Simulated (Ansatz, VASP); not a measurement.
# One calculation of Na, two programs

INCAR

```
SYSTEM = Na
PREC = Accurate ; ENCUT = 520
EDIFF = 1E-7 ; ISMEAR = 0
SIGMA = 0.05 ; LREAL = .FALSE.
LASPH = .TRUE. ; NELM = 80
ALGO = Normal ; ISIF = 2
LWAVE = .FALSE. ; LCHARG = .FALSE.
NBANDS = 10
```

The input KPOINTS:

```
regular mesh
0
G
  9 9 9
  0 0 0
```

File POSCAR:

```
Na
1.0
    3.7083207800      0.0000000000      0.0000000000
   -1.2361069264      3.4962383606      0.0000000000
   -1.2361069264     -1.7481191797      3.0278312383
Na
1
Direct
    0.0000000000      0.0000000000      0.0000000000
```

File input.yaml:

```yaml
crystal:
  lattice:
    - [3.70832078, 0.0, 0.0]
    - [-1.2361069264, 3.4962383606, 0.0]
    - [-1.2361069264, -1.7481191797, 3.0278312383]
  atoms:
    - { symbol: Na, position: [0.0, 0.0, 0.0] }
kpoints:
  mp_grid: { grid: [9, 9, 9] }
scf:
  occupations: { method: gaussian, width: 0.05 }
hamiltonian:
  xc: lda
  pseudopotentials: { kind: all_electron, lapw: { basis_error: 0.001 } }
output:
  forces: true
  stress: true
  eigenvalues: true
```

Alike in both runs: task single point; functional LDA; k mesh 9 × 9 × 9; occupations gaussian, width 0.05 eV; no spin polarisation.

|  | VASP | Ansatz |
| --- | --- | --- |
| version | VASP 6.6.1 | Ansatz 0.2.0 |
| potentials or method | VASP PAW LDA potentials, release 64 (Na_pv), cutoff 520 eV | all-electron LAPW, scalar-relativistic |

|  | VASP | Ansatz | Ansatz less VASP |
| --- | --- | --- | --- |
| gap on the k mesh at the Fermi level (eV) | none | none | - |
| pressure (GPa) | -1.1 | -1.1 | +0.02 |

LDA's correlation is that of Perdew and Zunger in VASP and of Perdew and Wang (1992) in Ansatz. A gap of «none» marks a metal or a gap that the smearing closes. Ansatz ran all-electron here, and VASP with PAW potentials.
